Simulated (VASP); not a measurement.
Input of a VASP 6.6.1 run:

The input INCAR:

```
SYSTEM = TaN
  PREC = Accurate
  ENCUT = 700
  EDIFF = 1E-6
  ISMEAR = 0
  SIGMA = 0.15
  LREAL = .FALSE.
  LASPH = .TRUE.
  NELM = 120
  ALGO = Normal
  ISIF = 2
  LWAVE = .FALSE.
  LCHARG = .FALSE.
  NBANDS = 16
  GGA_COMPAT = .FALSE.
```

File KPOINTS:

```
Automatic mesh
0
G
  18 18 18
  0 0 0
```

File POSCAR:

```
TaN
1.0
    0.0000000000      2.1194897592      2.1194897592
    2.1194897592      0.0000000000      2.1194897592
    2.1194897592      2.1194897592      0.0000000000
Ta N
1 1
Direct
    0.4967417379      0.5032582621      0.5032582621
    0.0420914985     -0.0420914985     -0.0420914985
```

Potentials or basis: VASP PAW LDA potentials, release 64 (Ta_sv_GW, N).

Run with:

```sh
$ cat potpaw_LDA.64/Ta_sv_GW/POTCAR potpaw_LDA.64/N/POTCAR > POTCAR
$ mpirun -np 1 vasp_std > vasp.out
```

**Question.** Estimate the largest force.

**Answer.** 3.184 eV/Å.

**Question.** Estimate the band gap on the k mesh.

**Answer.** Zero (bands 9 and 10 overlap by 3.79 eV).

**Question.** Estimate the pressure.

**Answer.** 44.6 GPa.

Stress tensor (GPa, compression positive):
```
63.95  0.00  0.00
 0.00 34.91  0.00
 0.00  0.00 34.91
```

Caveat: the cell differs from its parent crystal (atoms displaced along a vibrational mode, the cell strained); the stress differs along the axes, from 35 to 64 GPa; spin-orbit coupling is left out, which moves the levels of the heavy elements; forces of over 1 eV/Å act on the atoms, so gaps and moduli don't describe the material at rest.
